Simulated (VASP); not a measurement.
ScB2, 6 atoms in the cell. Symmetry: Fd-3m, No. 227, cubic system. The conventional cell has a = 6.126 Å, b = 6.126 Å, c = 6.126 Å, α = 90.00°, β = 90.00°, γ = 90.00°. Within 3.4 Å of Sc (site symmetry -43m) lie 12 B at 2.54 Å and 4 Sc at 2.65 Å. Within 2.9 Å of B (site symmetry -3m) lie 6 B at 2.17 Å and 6 Sc at 2.54 Å. 

| Item | Value |
| --- | --- |
| Program | VASP 6.6.1 |
| Task | relaxation of cell and atoms |
| Functional | BLYP |
| Dispersion | D3(BJ) |
| Potentials or basis | VASP PAW PBE potentials, release 64 (Sc_sv, B) |
| Cutoff | 600 eV |
| k mesh | 6 × 6 × 6 |
| Occupations | fermi-dirac, width 0.1 eV |
| Spin | no spin polarisation |
| Dipole correction | no |
| Further INCAR settings | ALGO = Normal; EDIFF = 1e-06; IBRION = 2; EDIFFG = -0.01; NSW = 80; ISIF = 3 |

Potentials or basis: VASP PAW PBE potentials, release 64 (Sc_sv, B).

Run with:

```bash
$ cat potpaw_PBE.64/Sc_sv/POTCAR potpaw_PBE.64/B/POTCAR > POTCAR
$ mpirun -np 1 vasp_std > vasp.out
```

Hardware: 1 thread of Intel Xeon 8259CL, on a shared host.

Task: How long does it take, and how much memory?

Result: Run time: 2.2 min on 1 thread of Intel Xeon 8259CL, on a shared host, peak memory 0.23 GiB. Counts: scf iterations 30, k points 16, ion steps 3.
